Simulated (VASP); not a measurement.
# Si16N (a cell with a defect) in VASP: single point with PBEsol

Aim: the single point of Si16N (a cell with a defect) with PBEsol.

Program: VASP 6.6.1. These are calculated values, not measurements. Logs are shortened: lines on timing, memory, paths and dates and some standing lists are left out, and cuts for length are marked.

**1. The cell of the first run**

The cell holds a defect, 17 atoms: a = 7.679 Å, b = 7.679 Å, c = 7.679 Å, α = 60.00°, β = 60.00°, γ = 60.00°.

**2. Single point, PBEsol, collinear spin, ferromagnetic start**

File INCAR:

```
SYSTEM = Si16N
  PREC = Accurate
  ENCUT = 520
  EDIFF = 1E-6
  ISMEAR = 0
  SIGMA = 0.05
  LREAL = Auto
  LASPH = .True.
  NELM = 150
  ALGO = Normal
  ISIF = 2
  LWAVE = .False.
  LCHARG = .False.
  ISPIN = 2
  MAGMOM = 0 0 0 0 0 0 0 0 0 0 0 0 0 0 0 0 1
  LORBIT = 11
  GGA = PS
  NBANDS = 52
```

File KPOINTS:

```
Automatic mesh
0
Gamma
  2 2 2
  0 0 0
```

File POSCAR:

```
Si16N
1.0
    0.0000000000      5.4300000000      5.4300000000
    5.4300000000      0.0000000000      5.4300000000
    5.4300000000      5.4300000000      0.0000000000
Si N
16 1
Direct
    0.0139110380     -0.0064748137     -0.0060692276
    0.1630869272      0.1043192684      0.1047532755
   -0.0279748841      0.0551681711      0.4721640437
    0.1209030574      0.1323076132      0.6210574200
   -0.0282086957      0.4717299332      0.0556977187
    0.1207662393      0.6207136508      0.1325350101
    0.0075310381      0.5074895640      0.5076589580
    0.1339418097      0.6338441609      0.6341746163
    0.5173794885      0.0173409252      0.0174440591
    0.6424092434      0.1423684602      0.1423165684
    0.4937302278     -0.0063260962      0.5138149437
    0.6044805109      0.1044084105      0.6631162312
    0.4935853310      0.5138756244     -0.0060690367
    0.6043907403      0.6630387747      0.1047616551
    0.5552371526      0.4719607424      0.4721676813
    0.6323623349      0.6208509586      0.6210545416
    0.8251061408      0.3250408524      0.3256230415
```

Potentials or basis: VASP PAW PBE potentials, release 64 (Si, N).

Started as:

```bash
$ cat potpaw_PBE.64/Si/POTCAR potpaw_PBE.64/N/POTCAR > POTCAR
$ mpirun -np 1 vasp_std > vasp.out
```

OUTCAR:

```text
SYSTEM = Si16N
   PREC = Accurate
   ENCUT = 520
   EDIFF = 1E-6
   ISMEAR = 0
   LREAL = Auto
   LASPH = .True.
   NELM = 150
   ISIF = 2
   ISPIN = 2
   LORBIT = 11
   GGA = PS

 ion  position               nearest neighbor table
   1  0.014  0.994  0.994-   2 2.33   6 2.34   4 2.34  10 2.35
   2  0.163  0.104  0.105-   9 2.26   1 2.33   3 2.37   5 2.37
   3  0.972  0.055  0.472-  17 1.85   2 2.37  12 2.37   4 2.37   8 2.66
   4  0.121  0.132  0.621-  11 2.34   1 2.34   7 2.36   3 2.37
   5  0.972  0.472  0.056-  17 1.85  14 2.37   2 2.37   6 2.37   8 2.66
   6  0.121  0.621  0.133-   1 2.34  13 2.34   7 2.36   5 2.37
   7  0.008  0.507  0.508-   6 2.36  16 2.36   4 2.36   8 2.38
   8  0.134  0.634  0.634-   7 2.38  15 2.66   3 2.66   5 2.66
   9  0.517  0.017  0.017-   2 2.26  14 2.26  12 2.26  10 2.35
  10  0.642  0.142  0.142-   9 2.35   1 2.35  13 2.35  11 2.35
  11  0.494  0.994  0.514-  12 2.33  16 2.34   4 2.34  10 2.35
  12  0.604  0.104  0.663-   9 2.26  11 2.33   3 2.37  15 2.37
  13  0.494  0.514  0.994-  14 2.33   6 2.34  16 2.34  10 2.35
  14  0.604  0.663  0.105-   9 2.26  13 2.33  15 2.37   5 2.37
  15  0.555  0.472  0.472-  17 1.85  14 2.37  12 2.37  16 2.37   8 2.66
  16  0.632  0.621  0.621-  11 2.34  13 2.34   7 2.36  15 2.37
  17  0.825  0.325  0.326-   5 1.85  15 1.85   3 1.85

  LATTYP: Found a face centered cubic cell.
 ALAT       =    10.8600000000

  Lattice vectors:

 A1 = (   0.0000000000,   5.4300000000,   5.4300000000)
 A2 = (   5.4300000000,   0.0000000000,   5.4300000000)
 A3 = (   5.4300000000,   5.4300000000,   0.0000000000)

Analysis of symmetry for initial positions (statically):
=====================================================================
 Subroutine PRICEL returns:
 Original cell was already a primitive cell.

 Routine SETGRP: Setting up the symmetry group for a
 face centered cubic supercell.

 Subroutine GETGRP returns: Found  1 space group operations
 (whereof  1 operations were pure point group operations)
 out of a pool of 48 trial point group operations.

The static configuration has the point symmetry C_1 .

Analysis of symmetry for dynamics (positions and initial velocities):
=====================================================================
 Subroutine PRICEL returns:
 Original cell was already a primitive cell.

 Routine SETGRP: Setting up the symmetry group for a
 face centered cubic supercell.

 Subroutine GETGRP returns: Found  1 space group operations
 (whereof  1 operations were pure point group operations)
 out of a pool of 48 trial point group operations.

The dynamic configuration has the point symmetry C_1 .

Analysis of structural, dynamic, and magnetic symmetry:
=====================================================================
 Subroutine PRICEL returns:
 Original cell was already a primitive cell.

 Routine SETGRP: Setting up the symmetry group for a
 face centered cubic supercell.

 Subroutine GETGRP returns: Found  1 space group operations
 (whereof  1 operations were pure point group operations)
 out of a pool of 48 trial point group operations.

The overall configuration has the point symmetry C_1 .

 Subroutine INISYM returns: Found  1 space group operations
 (whereof  1 operations are pure point group operations),
 and found     1 'primitive' translations

----------------------------------------------------------------------------------------

                                     Primitive cell

  volume of cell :     320.2060

  direct lattice vectors                    reciprocal lattice vectors
     0.000000000  5.430000000  5.430000000    -0.092081031  0.092081031  0.092081031
     5.430000000  0.000000000  5.430000000     0.092081031 -0.092081031  0.092081031
     5.430000000  5.430000000  0.000000000     0.092081031  0.092081031 -0.092081031

  length of vectors
     7.679179644  7.679179644  7.679179644     0.159489025  0.159489025  0.159489025

  position of ions in fractional coordinates (direct lattice)
     0.013911038  0.993525186  0.993930772
     0.163086927  0.104319268  0.104753276
     0.972025116  0.055168171  0.472164044
     0.120903057  0.132307613  0.621057420
     0.971791304  0.471729933  0.055697719
     0.120766239  0.620713651  0.132535010
[... 9 lines left out ...]
     0.632362335  0.620850959  0.621054542
     0.825106141  0.325040852  0.325623042

  ion indices of the primitive-cell ions
   primitive index   ion index
                 1           1
[... 61 lines left out ...]
 SYSTEM =  Si16N
   PREC   = accura    normal or accurate (medium, high low for compatibility)
   ISTART =      0    job   : 0-new  1-cont  2-samecut
   ICHARG =      2    charge: 1-file 2-atom 10-const
   ISPIN  =      2    spin polarized calculation?
   LNONCOLLINEAR =      F non collinear calculations
   LSORBIT =      F    spin-orbit coupling
   LASPH  =      T    aspherical Exc in radial PAW
   ENCUT  =  520.0 eV  38.22 Ry    6.18 a.u.  14.28 14.28 14.28*2*pi/ulx,y,z
   NELM   =    150;   NELMIN=  2; NELMDL= -5     # of ELM steps
   EDIFF  = 0.1E-05   stopping-criterion for ELM
   LREAL  =      T    real-space projection
   EDIFFG = 0.1E-04   stopping-criterion for IOM
   NSW    =      0    number of steps for IOM
   IBRION =     -1    ionic relax: 0-MD 1-quasi-New 2-CG
   NFREE  =      0    steps in history (QN), initial steepest desc. (CG)
   ISIF   =      2    stress and relaxation
   ISYM   =      2    0-nonsym 1-usesym 2-fastsym
   POTIM  = 0.5000    time-step for ionic-motion
   TEBEG  =    0.0;   TEEND  =   0.0 temperature during run
   PSTRESS=    0.0 pullay stress
   NELECT =      69.0000    total number of electrons
   NUPDOWN=      -1.0000    fix difference up-down
   EMIN   =  10.00;   EMAX   =-10.00  energy-range for DOS
   EFERMI =   0.00;   METHOD = LEGACY
   ISMEAR =     0;   SIGMA  =   0.05  broadening in eV -4-tet -1-fermi 0-gaus
   EFERMI_NEDOS =   21; number of points for ismear=-14 and -15
   IALGO  =     38    algorithm
   IMIX   =      4    mixing-type and parameters
     AMIX     =   0.40;   BMIX     =  1.00
     AMIX_MAG =   1.60;   BMIX_MAG =  1.00
  volume/ion in A,a.u.               =      18.84       127.11
  Fermi-wavevector in a.u.,A,eV,Ry     =   0.981480  1.854728 13.106528  0.963303
  Thomas-Fermi vector in A             =   2.112490
   LORBIT       =     11    0 simple, 1 ext, 2 COOP (PROOUT), +10 PAW based schemes
   GGA     = PS    functional components
   LHFCALC =     F    Hartree Fock is set to
   AEXX    =    0.0000 exact exchange contribution
   IVDW    =     0    specifies the selected vdW correction
   LEPSILON=     F    determine dielectric tensor
   LRPA    =     F    only Hartree local field effects (RPA)
 spin polarized calculation
 Gauss-broadening in eV      SIGMA  =   0.05
  energy-cutoff  :      520.00
  volume of cell :      320.21
 maximum number of plane-waves:      8646
 NGX is ok and might be reduce to    60
   NGX = 29   NGY = 29   NGZ = 29

 number of electron      68.9999999 magnetization       0.0029758

 Free energy of the ion-electron system (eV)
  ---------------------------------------------------
  ext. energy  EPLUGINS =         0.00000000
  ---------------------------------------------------
  free energy    TOTEN  =       -96.97346235 eV

  energy without entropy =      -96.96381357  energy(sigma->0) =      -96.96863796

 E-fermi :   5.7508     XC(G=0):  -9.7106

 val. band max:        5.7367410936   @ k =   0.0000   0.0000   0.5000
 cond. band min:       6.1953644325   @ k =   0.0000   0.0000   0.0000
 fundamental gap:      0.4586233389
 Fermi energy:         5.7508431407

 spin component 1

 k-point     1 :       0.0000    0.0000    0.0000
  band No.  band energies     occupation
      1     -10.0586      1.00000
      2      -5.6508      1.00000
      3      -4.1614      1.00000
      4      -4.1609      1.00000
      5      -3.8490      1.00000
      6      -3.1031      1.00000
[... 381 lines left out ...]
     45       9.9483      0.00000
     46      10.1935      0.00000
 Fermi energy:         5.7508431407

 spin component 2

 k-point     1 :       0.0000    0.0000    0.0000
  band No.  band energies     occupation
      1     -10.0583      1.00000
      2      -5.6506      1.00000
      3      -4.1612      1.00000
      4      -4.1607      1.00000
      5      -3.8489      1.00000
      6      -3.1029      1.00000
[... 381 lines left out ...]
     45       9.9484      0.00000
     46      10.1936      0.00000
 [bands above 46 left out]

------------------------ aborting loop because EDIFF is reached ----------------------------------------

  FORCE on cell =-STRESS in cart. coord.  units (eV):
  Direction    XX          YY          ZZ          XY          YZ          ZX
  --------------------------------------------------------------------------------------
  -------------------------------------------------------------------------------------
  Total        2.8336453      2.8339953      2.8312456     -0.3509637     -0.3636576     -0.3640702
  in kB       14.1783791     14.1801303     14.1663722     -1.7560762     -1.8195910     -1.8216552
  external PRESSURE =      14.1749605 kB  Pullay stress =       0.0000000 kB

 VOLUME and BASIS-vectors are now :
 -----------------------------------------------------------------------------
  energy-cutoff  :      520.00
  volume of cell :      320.21
      direct lattice vectors                 reciprocal lattice vectors
     0.000000000  5.430000000  5.430000000    -0.092081031  0.092081031  0.092081031
     5.430000000  0.000000000  5.430000000     0.092081031 -0.092081031  0.092081031
     5.430000000  5.430000000  0.000000000     0.092081031  0.092081031 -0.092081031

 POSITION                                       TOTAL-FORCE (eV/Angst)
 -----------------------------------------------------------------------------------
     10.79189      5.47258      5.47038        -0.001797     -0.006355     -0.000756
      1.13526      1.45437      1.45202        -0.015657      0.013583      0.014915
      2.86341      7.84195      5.57766        -0.011387      0.042576     -0.017475
      4.09077      4.02885      1.37493        -0.004067     -0.018110     -0.006561
      2.86393      5.57927      7.83832        -0.018887     -0.018827      0.046785
      4.09014      1.37543      4.02624        -0.002746     -0.002112     -0.016890
[... 9 lines left out ...]
      6.74355      6.80605      6.80495        -0.017352     -0.004041     -0.006894
      3.53310      6.24846      6.24530         0.001423      0.001646      0.006258
 -----------------------------------------------------------------------------------
    total drift:                                0.007877      0.006889      0.009638

  FREE ENERGIE OF THE ION-ELECTRON SYSTEM (eV)
  ---------------------------------------------------
  free  energy   TOTEN  =       -96.9734623453 eV

  energy  without entropy=      -96.9638135737  energy(sigma->0) =      -96.96863796

 total charge

# of ion       s       p       d       tot
------------------------------------------
    1        0.742   0.951   0.000   1.694
    2        0.778   0.916   0.000   1.695
    3        0.737   0.909   0.000   1.646
    4        0.751   0.940   0.000   1.690
    5        0.737   0.909   0.000   1.646
    6        0.751   0.940   0.000   1.690
[... 9 lines left out ...]
   16        0.751   0.940   0.000   1.690
   17        1.285   2.446   0.000   3.732
--------------------------------------------------
tot         13.401  17.213   0.000  30.614

 magnetization (x)

# of ion       s       p       d       tot
------------------------------------------
    1        0.000   0.000   0.000   0.000
    2        0.000   0.000   0.000   0.000
    3        0.000   0.000   0.000   0.000
    4        0.000   0.000   0.000   0.000
    5        0.000   0.000   0.000   0.000
    6        0.000   0.000   0.000   0.000
[... 9 lines left out ...]
   16        0.000   0.000   0.000   0.000
   17        0.000   0.000   0.000   0.000
--------------------------------------------------
tot          0.000   0.001   0.000   0.001
```

Run time: 6 min. Hardware: 1 thread of AMD EPYC 9R45 (Zen 5), shared host; peak memory 0.68 GiB.

Results:

```yaml
Free_energy: -96.9735 eV
Pressure: 1.4 GPa
Largest_force: 0.054 eV/Å
Net_moment: 0.00 μB per cell
Valence_electrons_inside_the_program's_atomic_spheres: Si 1.69, 1.70, 1.65, 1.58, 1.76 (each value once); N 3.73
```

Forces on the atoms (eV/Å):
```
Si  -0.002 -0.006 -0.001
Si  -0.016  0.014  0.015
Si  -0.011  0.043 -0.017
Si  -0.004 -0.018 -0.007
Si  -0.019 -0.019  0.047
Si  -0.003 -0.002 -0.017
Si  -0.001  0.000 -0.004
Si   0.017  0.017  0.014
Si   0.000  0.000  0.003
Si  -0.010 -0.010 -0.014
Si  -0.003 -0.003 -0.001
Si   0.018  0.018 -0.014
Si  -0.006 -0.002 -0.001
Si   0.013 -0.016  0.015
Si   0.043 -0.012 -0.018
Si  -0.017 -0.004 -0.007
N    0.001  0.002  0.006
```

Caveat: the k points lie up to 0.50 Å⁻¹ apart; the PAW data sets were made with another functional, which shifts forces and pressure a little.
